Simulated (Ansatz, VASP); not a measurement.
## NaI in VASP and in Ansatz

The input POSCAR:

```
NaI
1.0
    0.0861258803      3.3158463918      3.3158463918
    3.3158463918      0.0861258803      3.3158463918
    3.3158463918      3.3158463918      0.0861258803
Na I
1 1
Direct
    0.0000000000      0.0000000000      0.0000000000
    0.5000000000      0.5000000000      0.5000000000
```

The input INCAR.step1:

```
SYSTEM = NaI
ALGO = Normal ; EDIFF = 1E-4
ENCUT = 520 ; GGA = PE
ISMEAR = 0 ; LASPH = .True.
LCHARG = .False. ; LREAL = .False.
LWAVE = .True. ; NBANDS = 14
NELM = 80 ; PREC = Accurate
SIGMA = 0.01
```

INCAR.step2

```
SYSTEM = NaI
ALGO = Normal ; EDIFF = 1E-6
ENCUT = 520 ; ISIF = 2
ISMEAR = 0 ; ISTART = 1
LASPH = .True. ; LCHARG = .True.
LELF = .True. ; LMIXTAU = .True.
LREAL = .False. ; LVHAR = .True.
LWAVE = .False. ; METAGGA = R2SCAN
NBANDS = 14 ; NELM = 80
PREC = Accurate ; SIGMA = 0.01
```

File KPOINTS:

```
k-points
0
Gamma
  8 8 8
  0 0 0
```

Input for Ansatz:

```yaml
crystal:
  lattice:
    - [0.0861258803, 3.3158463918, 3.3158463918]
    - [3.3158463918, 0.0861258803, 3.3158463918]
    - [3.3158463918, 3.3158463918, 0.0861258803]
  atoms:
    - { symbol: Na, position: [0.0, 0.0, 0.0] }
    - { symbol: I, position: [0.5, 0.5, 0.5] }
kpoints:
  mp_grid: { grid: [8, 8, 8] }
  band_path:
    path:
      - [0.0, 0.0, 0.0]
      - [0.5, 0.0, 0.5]
      - [0.625, 0.25, 0.625]
      - [0.375, 0.375, 0.75]
      - [0.5, 0.5, 0.5]
      - [0.5, 0.25, 0.75]
    npoints: 1
hamiltonian:
  xc: r2scan
scf:
  occupations: { method: fixed }
  n_extra_bands: 4
output:
  forces: true
  stress: true
  eigenvalues: true
```

Change from the starting cell: shear_111 strain +4.0%.

Alike in both runs: task single point; functional r2SCAN; k mesh 8 × 8 × 8; no spin polarisation.

|  | VASP | Ansatz |
| --- | --- | --- |
| version | VASP 6.6.1 | Ansatz 0.2.0 |
| potentials or method | VASP PAW PBE potentials, release 64 (Na_pv, I) | plane waves, PAW |
| plane-wave cutoff (eV) | 520 | 500 |
| occupations | gaussian, width 0.01 eV | fixed |
| valence electrons in the cell | 14 | 26 |

Ansatz gave:

- gap on the k mesh at the Fermi level (eV): 4.26
- pressure (GPa): -0.6
- traceless stress, the component that is largest in VASP (GPa): -0.22

Problem. Estimate VASP's values.

Solution. gap on the k mesh at the Fermi level (eV): 4.27; pressure (GPa): -0.7; traceless stress, the component that is largest in VASP (GPa): -0.20.

VASP's potentials were made for PBE, not for r2SCAN. VASP's potentials hold 14 valence electrons a cell and Ansatz's 26, so a difference there can come from the potentials and not from the codes.

Neither program's run includes spin-orbit coupling.
